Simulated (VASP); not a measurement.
Runs of VASP 6.6.1 on Ge. Symmetry: P4/mmm, No. 123, tetragonal system. Conventional cell: a = 5.241 Å, b = 5.241 Å, c = 2.655 Å, α = 90.00°, β = 90.00°, γ = 90.00°. Ge (site symmetry 4/mmm) has 6 Ge at 2.62 to 2.66 Å within 3.5 Å. Within 3.5 Å of Ge (site symmetry mmm) lie 4 Ge at 2.62 to 2.66 Å. 

```csv
level,share of exact exchange,gap on the mesh (eV),pressure (GPa)
PBE-based screened hybrid with 50 % exact exchange,0.5,none,(a)
PBE-based screened hybrid with 25 % exact exchange,0.25,none,-1.5
PBE-based screened hybrid with 10 % exact exchange,0.1,none,(b)
PBE-based screened hybrid with 30 % exact exchange,0.3,none,-1.9
PBE-based screened hybrid with 20 % exact exchange,0.2,none,-1.1
```

Alike in all rows: task single point; potentials or basis VASP PAW PBE potentials, release 64 (Ge_d); no spin polarisation; cell as given; k mesh 3 × 3 × 5; cutoff (eV) 520; smearing fermi-dirac 0.05 eV.

Q: Estimate the missing entries.

A: (a) -3.5; (b) -0.4.

Caveats: all runs use coarse meshes; the PAW data sets were made with another functional, which shifts forces and pressure a little.

A k mesh can miss the band edges, and the runs leave out spin-orbit coupling on Ge.

A gap of «none» marks levels without a gap at the run's occupations.
